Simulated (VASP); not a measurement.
Be, 2 atoms in the cell. The structure is hexagonal, space group P6_3/mmc (No. 194). The conventional cell has a = 2.249 Å, b = 2.249 Å, c = 3.526 Å, α = 90.00°, β = 90.00°, γ = 120.00°. Be (site symmetry -6m2) has 12 Be at 2.19 to 2.25 Å within 2.9 Å. 

* Program: VASP 6.6.1
* Task: single point
* Functional: PBEsol
* Potentials or basis: VASP PAW PBE potentials, release 64 (Be)
* Cutoff: 520 eV
* k mesh: 13 × 13 × 8
* Occupations: fermi-dirac, width 0.05 eV
* Spin: no spin polarisation
* Dipole correction: no
* Further INCAR settings: ALGO = Normal; EDIFF = 1e-07; NBANDS = 9

Potentials or basis: VASP PAW PBE potentials, release 64 (Be).

Run with:

```bash
$ cat potpaw_PBE.64/Be/POTCAR > POTCAR
$ mpirun -np 1 vasp_std > vasp.out
```

Hardware: 1 thread of AMD EPYC 7571 (shared host).

**Question.** Estimate the wall time of this run.

**Answer.** It took 24 s on 1 thread of AMD EPYC 7571, with other jobs on the host, peak memory 0.1 GiB. Counts: scf iterations 10, k points 105.
